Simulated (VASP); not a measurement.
Al3Au:

```xyz
4
Lattice="-2.0387 2.0387 4.0835 2.0387 -2.0387 4.0835 2.0387 2.0387 -4.0835" Properties=species:S:1:pos:R:3 pbc="T T T"
Au    0.0000    0.0000    0.0000
Al    0.0000    0.0000    4.0835
Al    2.0387    0.0000    2.0417
Al    0.0000    2.0387    2.0417
```

Base run:

* Program: VASP 6.6.1
* Functional: LDA
* Potentials or basis: VASP PAW LDA potentials, release 64 (Au, Al)
* Cutoff: 520 eV
* k mesh: 9 × 9 × 9
* Occupations: fermi-dirac, width 0.05 eV
* Spin: no spin polarisation

Its results: band gap on the k mesh zero (bands 10 and 11 overlap by 3.21 eV); pressure -6.4 GPa.

Task: The run is repeated on the same cell with these changes: functional from LDA to PBE; potentials or basis from VASP PAW LDA potentials, release 64 (Au, Al) to VASP PAW PBE potentials, release 64 (Au, Al). What comes out?

Result: Band gap on the k mesh zero (bands 10 and 11 overlap by 3.18 eV); pressure -1.5 GPa.

Caveats: spin-orbit coupling is left out, which moves the levels of the heavy elements; the cell stands under tension (at least some runs).
